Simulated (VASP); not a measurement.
# Cs (Fm-3m) in VASP: notebook

Cs is run at these levels: PBEsol; tasks: single point, relaxation of cell and atoms.

Program: VASP 6.6.1. These are calculated values, not measurements. Logs are shortened: lines on timing, memory, paths and dates and some standing lists are left out, and cuts for length are marked.

### Step 1. The cell of the first run

It takes space group Fm-3m (No. 225, cubic). The conventional cell has a = 6.836 Å, b = 6.836 Å, c = 6.836 Å, α = 90.00°, β = 90.00°, γ = 90.00°.

### Step 2. Single point, PBEsol

INCAR reads:

```
ALGO     = Normal         # electronic algorithm
EDIFF    = 1E-7           # SCF threshold, eV
ENCUT    = 520            # plane-wave cutoff, eV
GGA      = PS             # functional
ISIF     = 2              # what is computed and relaxed
ISMEAR   = -1             # smearing method
LASPH    = True           # aspherical terms in the spheres
LCHARG   = False          # write CHGCAR
LREAL    = False          # projectors in reciprocal space
LWAVE    = False          # write WAVECAR
NBANDS   = 10             # bands
NELM     = 60             # most SCF steps
PREC     = Accurate       # precision mode
SIGMA    = 0.05           # smearing width, eV
```

KPOINTS reads:

```
k-points
0
Gamma
  10 10 10
```

POSCAR reads:

```
Cs
1.0
    0.0000000000      3.4181909366      3.4181909366
    3.4181909366      0.0000000000      3.4181909366
    3.4181909366      3.4181909366      0.0000000000
Cs
1
Direct
    0.0000000000      0.0000000000      0.0000000000
```

Potentials or basis: VASP PAW PBE potentials, release 64 (Cs_sv).

Command:

```bash
$ cat potpaw_PBE.64/Cs_sv/POTCAR > POTCAR
$ mpirun -np 1 vasp_std > vasp.out
```

OUTCAR:

```text
EDIFF = 1E-7
   ENCUT = 520
   GGA = PS
   ISIF = 2
   ISMEAR = -1
   LASPH = True
   LREAL = False
   NELM = 60
   PREC = Accurate

 ion  position               nearest neighbor table
   1  0.000  0.000  0.000-

  LATTYP: Found a face centered cubic cell.
 ALAT       =     6.8363818732

  Lattice vectors:

 A1 = (   0.0000000000,   3.4181909366,   3.4181909366)
 A2 = (   3.4181909366,   0.0000000000,   3.4181909366)
 A3 = (   3.4181909366,   3.4181909366,   0.0000000000)

Analysis of symmetry for initial positions (statically):
=====================================================================
 Subroutine PRICEL returns:
 Original cell was already a primitive cell.

 Routine SETGRP: Setting up the symmetry group for a
 face centered cubic supercell.

 Subroutine GETGRP returns: Found 48 space group operations
 (whereof 48 operations were pure point group operations)
 out of a pool of 48 trial point group operations.

The static configuration has the point symmetry O_h .

Analysis of symmetry for dynamics (positions and initial velocities):
=====================================================================
 Subroutine PRICEL returns:
 Original cell was already a primitive cell.

 Routine SETGRP: Setting up the symmetry group for a
 face centered cubic supercell.

 Subroutine GETGRP returns: Found 48 space group operations
 (whereof 48 operations were pure point group operations)
 out of a pool of 48 trial point group operations.

The dynamic configuration has the point symmetry O_h .

 Subroutine INISYM returns: Found 48 space group operations
 (whereof 48 operations are pure point group operations),
 and found     1 'primitive' translations

----------------------------------------------------------------------------------------

                                     Primitive cell

  volume of cell :      79.8765

  direct lattice vectors                    reciprocal lattice vectors
     0.000000000  3.418190937  3.418190937    -0.146276206  0.146276206  0.146276206
     3.418190937  0.000000000  3.418190937     0.146276206 -0.146276206  0.146276206
     3.418190937  3.418190937  0.000000000     0.146276206  0.146276206 -0.146276206

  length of vectors
     4.834051981  4.834051981  4.834051981     0.253357820  0.253357820  0.253357820

  position of ions in fractional coordinates (direct lattice)
     0.000000000  0.000000000  0.000000000

  ion indices of the primitive-cell ions
   primitive index   ion index
                 1           1

----------------------------------------------------------------------------------------

 KPOINTS: k-points

Automatic generation of k-mesh.
 Grid dimensions read from file:
 generate k-points for:   10   10   10

 Generating k-lattice:

  Cartesian coordinates                     Fractional coordinates (reciprocal lattice)
    -0.014627621  0.014627621  0.014627621     0.100000000  0.000000000  0.000000000
     0.014627621 -0.014627621  0.014627621     0.000000000  0.100000000  0.000000000
     0.014627621  0.014627621 -0.014627621     0.000000000  0.000000000  0.100000000

  Length of vectors
     0.025335782  0.025335782  0.025335782

  Shift w.r.t. Gamma in fractional coordinates (k-lattice)
     0.000000000  0.000000000  0.000000000

 Subroutine IBZKPT returns following result:
 ===========================================

 Found     47 irreducible k-points:

 Following reciprocal coordinates:
            Coordinates               Weight
  0.000000  0.000000  0.000000      1.000000
  0.100000  0.000000  0.000000      8.000000
  0.200000  0.000000  0.000000      8.000000
  0.300000  0.000000  0.000000      8.000000
  0.400000  0.000000  0.000000      8.000000
  0.500000  0.000000  0.000000      4.000000
[... 16 lines left out ...]
  0.300000  0.300000  0.000000      6.000000
  0.400000  0.300000  0.000000     24.000000
 [... further k-points ...]
   k-points           NKPTS =     47   k-points in BZ     NKDIM =     47   number of bands    NBANDS=     10
   number of dos      NEDOS =    301   number of ions     NIONS =      1
   total plane-waves  NPLWV =  46656
   dimension x,y,z NGX =    36 NGY =   36 NGZ =   36
   dimension x,y,z NGXF=    72 NGYF=   72 NGZF=   72
   ions per type =               1
   NGX,Y,Z   is equivalent  to a cutoff of  12.38, 12.38, 12.38 a.u.
   NGXF,Y,Z  is equivalent  to a cutoff of  24.76, 24.76, 24.76 a.u.
 SYSTEM =  unknown system
   PREC   = accura    normal or accurate (medium, high low for compatibility)
   ISTART =      0    job   : 0-new  1-cont  2-samecut
   ICHARG =      2    charge: 1-file 2-atom 10-const
   ISPIN  =      1    spin polarized calculation?
   LNONCOLLINEAR =      F non collinear calculations
   LSORBIT =      F    spin-orbit coupling
   LASPH  =      T    aspherical Exc in radial PAW
   ENCUT  =  520.0 eV  38.22 Ry    6.18 a.u.   8.99  8.99  8.99*2*pi/ulx,y,z
   NELM   =     60;   NELMIN=  2; NELMDL= -5     # of ELM steps
   EDIFF  = 0.1E-06   stopping-criterion for ELM
   LREAL  =      F    real-space projection
   EDIFFG = 0.1E-05   stopping-criterion for IOM
   NSW    =      0    number of steps for IOM
   IBRION =     -1    ionic relax: 0-MD 1-quasi-New 2-CG
   NFREE  =      0    steps in history (QN), initial steepest desc. (CG)
   ISIF   =      2    stress and relaxation
   ISYM   =      2    0-nonsym 1-usesym 2-fastsym
   POTIM  = 0.5000    time-step for ionic-motion
   TEBEG  =    0.0;   TEEND  =   0.0 temperature during run
   PSTRESS=    0.0 pullay stress
   NELECT =       9.0000    total number of electrons
   NUPDOWN=      -1.0000    fix difference up-down
   EMIN   =  10.00;   EMAX   =-10.00  energy-range for DOS
   EFERMI =   0.00;   METHOD = LEGACY
   ISMEAR =    -1;   SIGMA  =   0.05  broadening in eV -4-tet -1-fermi 0-gaus
   EFERMI_NEDOS =   21; number of points for ismear=-14 and -15
   IALGO  =     38    algorithm
   IMIX   =      4    mixing-type and parameters
     AMIX     =   0.40;   BMIX     =  1.00
     AMIX_MAG =   1.60;   BMIX_MAG =  1.00
  volume/ion in A,a.u.               =      79.88       539.03
  Fermi-wavevector in a.u.,A,eV,Ry     =   0.790708  1.494221  8.506618  0.625219
  Thomas-Fermi vector in A             =   1.896103
   LORBIT       =      0    0 simple, 1 ext, 2 COOP (PROOUT), +10 PAW based schemes
   GGA     = PS    functional components
   LHFCALC =     F    Hartree Fock is set to
   AEXX    =    0.0000 exact exchange contribution
   IVDW    =     0    specifies the selected vdW correction
   LEPSILON=     F    determine dielectric tensor
   LRPA    =     F    only Hartree local field effects (RPA)
 non-spin polarized calculation
  energy-cutoff  :      520.00
  volume of cell :       79.88
 maximum number of plane-waves:      2172
   NGX = 17   NGY = 17   NGZ = 17

 number of electron       9.0000002 magnetization

 Free energy of the ion-electron system (eV)
  ---------------------------------------------------
  ext. energy  EPLUGINS =         0.00000000
  ---------------------------------------------------
  free energy    TOTEN  =        -0.86898309 eV

  energy without entropy =       -0.85400984  energy(sigma->0) =       -0.86149647

 E-fermi :   1.4289     XC(G=0):  -6.5249

 val. band max:        1.4159493839   @ k =   0.5000   0.2000   0.1000
 cond. band min:       1.4343906910   @ k =   0.5000   0.4000   0.0000
 fundamental gap:      0.0184413072
 Fermi energy:         1.4289368640

 k-point     1 :       0.0000    0.0000    0.0000
  band No.  band energies     occupation
      1     -22.2606      2.00000
      2      -8.8661      2.00000
      3      -8.8661      2.00000
      4      -8.8661      2.00000
      5      -0.6078      2.00000
      6       4.0683      0.00000
      7       4.0683      0.00000
      8       4.0683      0.00000
      9       5.6042      0.00000
     10       5.6042      0.00000

 k-point     2 :       0.1000    0.0000    0.0000
  band No.  band energies     occupation
      1     -22.2575      2.00000
      2      -8.9125      2.00000
      3      -8.8716      2.00000
      4      -8.8716      2.00000
      5      -0.4514      2.00000
      6       3.8167      0.00000
      7       4.1395      0.00000
      8       4.1395      0.00000
      9       5.4618      0.00000
     10       5.4618      0.00000

 k-point     3 :       0.2000    0.0000    0.0000
  band No.  band energies     occupation
      1     -22.2493      2.00000
      2      -9.0297      2.00000
      3      -8.8859      2.00000
      4      -8.8859      2.00000
      5      -0.0244      2.00000
      6       3.3507      0.00000
      7       4.2285      0.00000
      8       4.2285      0.00000
      9       5.3492      0.00000
     10       5.3492      0.00000

 k-point     4 :       0.3000    0.0000    0.0000
  band No.  band energies     occupation
      1     -22.2391      2.00000
      2      -9.1672      2.00000
      3      -8.9034      2.00000
      4      -8.9034      2.00000
      5       0.5466      2.00000
      6       2.9669      0.00000
      7       4.1104      0.00000
      8       4.1104      0.00000
      9       5.6970      0.00000
     10       5.6970      0.00000
[... 222 lines left out ...]
 k-point    22 :      -0.2000    0.2000    0.0000
  band No.  band energies     occupation
      1     -22.2356      2.00000
      2      -9.1450      2.00000
      3      -8.9897      2.00000
      4      -8.9009      2.00000
      5       0.7986      1.99999
      6       2.9744      0.00000
      7       3.4841      0.00000
      8       4.5215      0.00000
      9       4.8713      0.00000
     10       6.5453      0.00000

 k-point    23 :       0.3000    0.3000    0.0000
  band No.  band energies     occupation
      1     -22.2321      2.00000
      2      -9.1517      2.00000
      3      -8.9696      2.00000
      4      -8.9696      2.00000
      5       0.8675      1.99997
      6       2.6183      0.00000
      7       3.4827      0.00000
      8       5.0876      0.00000
      9       5.0876      0.00000
     10       6.2928      0.00000

 k-point    24 :       0.4000    0.3000    0.0000
  band No.  band energies     occupation
      1     -22.2256      2.00000
      2      -9.2075      2.00000
      3      -9.0016      2.00000
      4      -8.9869      2.00000
      5       1.2241      1.96728
      6       2.4663      0.00000
      7       3.2873      0.00000
      8       5.2118      0.00000
      9       5.5721      0.00000
     10       6.6695      0.00000

 [... further k-points ...]

------------------------ aborting loop because EDIFF is reached ----------------------------------------

  FORCE on cell =-STRESS in cart. coord.  units (eV):
  Direction    XX          YY          ZZ          XY          YZ          ZX
  --------------------------------------------------------------------------------------
  -------------------------------------------------------------------------------------
  Total        0.4928984      0.4928984      0.4928984     -0.0000000      0.0000000     -0.0000000
  in kB        9.8866477      9.8866477      9.8866477     -0.0000000      0.0000000     -0.0000000
  external PRESSURE =       9.8866477 kB  Pullay stress =       0.0000000 kB

 VOLUME and BASIS-vectors are now :
 -----------------------------------------------------------------------------
  energy-cutoff  :      520.00
  volume of cell :       79.88
      direct lattice vectors                 reciprocal lattice vectors
     0.000000000  3.418190937  3.418190937    -0.146276206  0.146276206  0.146276206
     3.418190937  0.000000000  3.418190937     0.146276206 -0.146276206  0.146276206
     3.418190937  3.418190937  0.000000000     0.146276206  0.146276206 -0.146276206

 POSITION                                       TOTAL-FORCE (eV/Angst)
 -----------------------------------------------------------------------------------
      0.00000      0.00000      0.00000         0.000000     -0.000000     -0.000000
 -----------------------------------------------------------------------------------
    total drift:                               -0.000000     -0.000000     -0.000000

  FREE ENERGIE OF THE ION-ELECTRON SYSTEM (eV)
  ---------------------------------------------------
  free  energy   TOTEN  =        -0.8689830895 eV

  energy  without entropy=       -0.8540098440  energy(sigma->0) =       -0.86149647
```

Wall time 14 s (1 thread of AMD EPYC 9R45 (Zen 5), shared host); peak memory 0.18 GiB.

Results:

* Free energy: -0.8690 eV
* Pressure: 1.0 GPa

Levels at points of the mesh, in eV from the Fermi level:
```
           k point  band 2  band 3  band 4  band 5  band 6  band 7  band 8  band 9
(0.00, 0.00, 0.00)  -10.30  -10.30  -10.30   -2.04    2.64    2.64    2.64    4.18
(0.50, 0.00, 0.00)  -10.74  -10.35  -10.35   -0.19    1.31    2.44    2.44    5.34
(0.50, 0.50, 0.00)  -10.71  -10.45  -10.45   -0.08    0.75    2.25    5.27    5.27
```

Caveat: the PAW data sets were made with another functional, which shifts forces and pressure a little; spin-orbit coupling is left out, which moves the levels of the heavy elements.

### Step 3. Single point, PBEsol

INCAR reads:

```
SYSTEM = Cs
ALGO = Normal
EDIFF = 1E-7
ENCUT = 520
GGA = PS
ISIF = 2
ISMEAR = -1
LASPH = .True.
LCHARG = .False.
LREAL = .False.
LWAVE = .False.
NBANDS = 10
NELM = 60
PREC = Accurate
SIGMA = 0.05
```

KPOINTS reads:

```
k-points
0
Gamma
  10 10 10
  0 0 0
```

POSCAR is that of step 2.

Potentials or basis: VASP PAW PBE potentials, release 64 (Cs_sv).

Command:

```bash
$ cat potpaw_PBE.64/Cs_sv/POTCAR > POTCAR
$ mpirun -np 1 vasp_std > vasp.out
```

It took 16 s on 1 thread of AMD EPYC 9R45 (Zen 5), shared host; peak memory 0.18 GiB.

It converged, with:

- Free energy: -0.8690 eV
- Pressure: 1.0 GPa

Levels at points of the mesh, in eV from the Fermi level:
```tsv
k point	band 1	band 2	band 3	band 4	band 5	band 6	band 7	band 8	band 9	band 10
(0.00, 0.00, 0.00)	-23.69	-10.30	-10.30	-10.30	-2.04	2.64	2.64	2.64	4.18	4.18
(0.50, 0.00, 0.00)	-23.66	-10.74	-10.35	-10.35	-0.19	1.31	2.44	2.44	5.34	5.35
(0.50, 0.50, 0.00)	-23.65	-10.71	-10.45	-10.45	-0.08	0.75	2.25	5.27	5.27	5.38
```

Caveat: the PAW data sets were made with another functional, which shifts forces and pressure a little; spin-orbit coupling is left out, which moves the levels of the heavy elements.

### Step 4. Relaxation of cell and atoms, PBEsol, target pressure 1 GPa, at which the enthalpy is minimised

This run uses another cell than the first one, of 79.08 Å³/atom, 0.990 times its volume.

INCAR reads:

```
PREC = Accurate
ENCUT = 600
EDIFF = 1E-7
ISMEAR = -1
SIGMA = 0.05
LREAL = False
LASPH = True
NELM = 80
ALGO = Normal
ISIF = 3
LWAVE = False
LCHARG = False
GGA = PS
IBRION = 2
NSW = 60
EDIFFG = -0.005
PSTRESS = 10.0
```

KPOINTS reads:

```
Automatic mesh
0
Gamma
  10 10 10
```

POSCAR reads:

```
Cs
1.0
    0.0000000000      3.4068025285      3.4068025285
    3.4068025285      0.0000000000      3.4068025285
    3.4068025285      3.4068025285      0.0000000000
Cs
1
Direct
    0.0000000000      0.0000000000      0.0000000000
```

Command:

```bash
$ cat potpaw_PBE.64/Cs_sv/POTCAR > POTCAR
$ mpirun -np 1 vasp_std > vasp.out
```

Run time: 31 s. Hardware: 1 thread of AMD EPYC 9R45 (Zen 5), shared host; peak memory 0.23 GiB.

Results (log left out):

* Free energy: -0.8682 eV
* Relaxed volume: 79.74 Å³/atom
* Relaxed cell: a = 4.831 Å, b = 4.831 Å, c = 4.831 Å, α = 60.00°, β = 60.00°, γ = 60.00°
* Space group after relaxing (to 0.05 Å): Fm-3m (No. 225)
* Energy change on relaxing (the enthalpy is what falls): -4.2 meV/atom
* Ionic steps: 3
* Pressure after relaxing: 1.0 GPa

Step by step:
```csv
step,energy change (eV),largest force (eV/Å),pressure (GPa),volume (Å³)
1,0.0000,0.0000,1.03,79.08
2,-0.0012,0.0000,1.02,79.26
3,-0.0042,0.0000,1.00,79.74
```

Final structure:
```
Cs
1.0
     0.00000    3.41630    3.41630
     3.41630    0.00000    3.41630
     3.41630    3.41630    0.00000
Cs
1
Direct
  0.00000 0.00000 0.00000
```

Levels at points of the mesh, in eV from the Fermi level:
```tsv
k point	band 3	band 4	band 5	band 6	band 7	band 8
(0.00, 0.00, 0.00)	-10.29	-10.29	-2.04	2.64	2.64	2.64
(0.50, 0.00, 0.00)	-10.35	-10.35	-0.19	1.31	2.44	2.44
(0.50, 0.50, 0.00)	-10.45	-10.45	-0.08	0.75	2.26	5.28
```

Caveat: the cell is relaxed towards a set pressure, so the enthalpy falls and the energy may rise; the PAW data sets were made with another functional, which shifts forces and pressure a little; spin-orbit coupling is left out, which moves the levels of the heavy elements.
